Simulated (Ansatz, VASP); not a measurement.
Pd in VASP and in Ansatz

```
Pd
1.0
    -1.55059    1.55059    1.55059
     1.55059   -1.55059    1.55059
     1.55059    1.55059   -1.55059
Pd
1
Direct
  0.00000 0.00000 0.00000
```

Alike in both runs: functional BLYP; dispersion D3(BJ); k mesh 13 × 13 × 13; occupations gaussian, width 0.01 eV; no spin polarisation.

Ansatz relaxed the structure, and its values are those at the end. VASP's run is a single point on that final structure, the one shown.

|  | VASP | Ansatz |
| --- | --- | --- |
| version | VASP 6.6.1 | Ansatz 0.2.0 |
| potentials or method | VASP PAW PBE potentials, release 64 (Pd) | plane waves, PAW |
| plane-wave cutoff (eV) | 520 | 420 |
| valence electrons in the cell | 10 | 18 |

VASP gave:

| Quantity | Value |
| --- | --- |
| pressure (GPa) | 0.4 |

Question: Estimate Ansatz's values.

Answer: Pressure (GPa): 0.0.

VASP's potentials were made for PBE, not for BLYP. VASP's potentials hold 10 valence electrons a cell and Ansatz's 18, so a difference there can come from the potentials and not from the codes. Ansatz's warnings: stress scf threshold loose.
